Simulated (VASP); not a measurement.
A run of VASP 6.6.1 is set up as follows.

Contents of INCAR:

```
SYSTEM = W3O
  PREC = Accurate
  ENCUT = 520
  EDIFF = 1E-6
  ISMEAR = 0
  SIGMA = 0.15
  LREAL = .FALSE.
  LASPH = .TRUE.
  NELM = 80
  ALGO = Normal
  ISIF = 2
  LWAVE = .FALSE.
  LCHARG = .FALSE.
  GGA = PE
  NBANDS = 58
```

KPOINTS

```
Automatic mesh
0
G
  8 8 8
  0 0 0
```

POSCAR

```
W3O
1.0
    4.8845028706      0.0000000000      0.0000000000
    0.0000000000      4.8845028706      0.0000000000
    0.0000000000      0.0000000000      5.0798829854
W O
6 2
Direct
    0.5000000000      0.7500000000      0.0000000000
    0.0000000000      0.5000000000      0.7500000000
    0.2500000000      0.0000000000      0.5000000000
    0.5000000000      0.2500000000      0.0000000000
    0.0000000000      0.5000000000      0.2500000000
    0.7500000000      0.0000000000      0.5000000000
    0.5000000000      0.5000000000      0.5000000000
    0.0000000000      0.0000000000      0.0000000000
```

Potentials or basis: VASP PAW PBE potentials, release 64 (W_sv, O).

Run with:

```bash
$ cat potpaw_PBE.64/W_sv/POTCAR potpaw_PBE.64/O/POTCAR > POTCAR
$ mpirun -np 1 vasp_std > vasp.out
```

**Question.** Estimate the band gap on the k mesh.

**Answer.** Zero (bands 48 and 49 overlap by 0.95 eV).

**Question.** Estimate the pressure.

**Answer.** -8.0 GPa.

Forces in eV/Å, atoms in the order of the input:
```
W    0.000 -0.388  0.000
W    0.000  0.000  0.000
W   -0.388  0.000  0.000
W    0.000  0.388  0.000
W    0.000  0.000  0.000
W    0.388  0.000  0.000
O    0.000  0.000  0.000
O    0.000  0.000  0.000
```

Caveat: the cell differs from its parent crystal (strain +0.000 along x and y, +0.040 along z); the cell stands under tension; spin-orbit coupling is left out, which moves the levels of the heavy elements.
